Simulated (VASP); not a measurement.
## BiTe: single point with r2SCAN

Crystal: BiTe.

```
CELL_PARAMETERS angstrom
0.00000 3.28353 3.13795
3.28353 0.00000 3.13795
3.28353 3.28353 0.00000
ATOMIC_POSITIONS crystal
Bi 0.00000 0.00000 0.00000
Te 0.50000 0.50000 0.50000
```

This cell differs from its parent crystal: strain +0.015 along x and y, -0.030 along z.

```json
{
  "Program": "VASP 6.6.1",
  "Task": "single point",
  "Functional": "r2SCAN",
  "Potentials or basis": "VASP PAW PBE potentials, release 64 (Bi_d, Te)",
  "Cutoff": "520 eV",
  "k mesh": "14 × 14 × 14",
  "Occupations": "gaussian, width 0.15 eV",
  "Spin": "no spin polarisation"
}
```

- Pressure: 0.2 GPa
- Band gap on the k mesh: zero (an odd number of electrons rules out a gap without spin polarisation)

Stress tensor (GPa, compression positive):
```
-1.15  0.00  0.00
 0.00 -1.15  0.00
 0.00  0.00  2.86
```

Levels at points of the mesh, in eV from the Fermi level:
```tsv
k point	band 6	band 7	band 8	band 9	band 10	band 11	band 12	band 13	band 14	band 15
(0.00, 0.00, 0.00)	-14.19	-8.31	-3.24	-2.61	-2.61	1.86	1.86	3.01	4.89	4.89
(0.50, 0.00, 0.00)	-12.12	-11.76	-2.17	-2.13	-1.59	-0.84	-0.77	-0.50	7.81	8.12
(0.50, 0.50, 0.00)	-11.97	-10.69	-6.11	-4.37	-4.37	2.43	3.65	3.65	5.75	8.99
(0.50, 0.00, 0.50)	-12.48	-10.15	-5.94	-4.61	-3.99	2.53	3.23	4.43	5.00	8.76
```

Run time: 8.7 min on 1 thread of Intel(R) Xeon(R) 6975P-C (Granite Rapids) (shared host), peak memory 0.43 GiB.

Caveat: the cell differs from its parent crystal (strain +0.015 along x and y, -0.030 along z); the PAW data sets were made with another functional, which shifts forces and pressure a little; spin-orbit coupling is left out, which moves the levels of the heavy elements.
